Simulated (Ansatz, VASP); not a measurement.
# Mg in VASP and in Ansatz

INCAR

```
  PREC = Accurate
  ENCUT = 520
  EDIFF = 1E-7
  ISMEAR = -1
  SIGMA = 0.1
  LREAL = False
  LASPH = True
  NELM = 80
  ALGO = Normal
  ISIF = 2
  LWAVE = False
  LCHARG = False
  GGA = PE
  NBANDS = 7
```

Contents of KPOINTS:

```
Automatic mesh
0
Gamma
  17 17 17
```

File POSCAR:

```
Mg
1.0
    3.0603096920      0.0000000000      0.0000000000
    0.0000000000      3.0603096920      0.0000000000
    0.0000000000      0.0000000000      3.0603096920
Mg
1
Direct
    0.0000000000      0.0000000000      0.0000000000
```

Input for Ansatz:

```yaml
crystal:
  lattice:
    - [3.060309692, 0.0, 0.0]
    - [0.0, 3.060309692, 0.0]
    - [0.0, 0.0, 3.060309692]
  atoms:
    - { symbol: Mg, position: [0.0, 0.0, 0.0] }
hamiltonian:
  xc: pbe
  pseudopotentials:
    kind: paw
    azcp:
      Mg: "pseudopotentials/Mg.paw.azcp"
basis:
  ecutwfc: 420
  fft_grid_basis: typed
kpoints:
  mp_grid: { grid: [17, 17, 17], shift: [0, 0, 0] }
magnetization:
  spin_polarized: false
scf:
  occupations: { method: fermi_dirac, width: 0.1 }
output:
  stress: true
```

Alike in both runs: task single point; functional PBE; k mesh 17 × 17 × 17; occupations fermi-dirac, width 0.1 eV; no spin polarisation.

|  | VASP | Ansatz |
| --- | --- | --- |
| version | VASP 6.6.1 | Ansatz 0.2.0 |
| potentials or method | VASP PAW PBE potentials, release 64 (Mg), cutoff 520 eV | plane waves (420 eV) with PAW, scalar-relativistic |
| valence electrons in the cell | 2 | 10 |

```tsv
	VASP	Ansatz	Ansatz less VASP
pressure (GPa)	-0.9	-0.8	+0.06
```

VASP's potentials hold 2 valence electrons a cell and Ansatz's 10, so a difference there can come from the potentials and not from the codes.
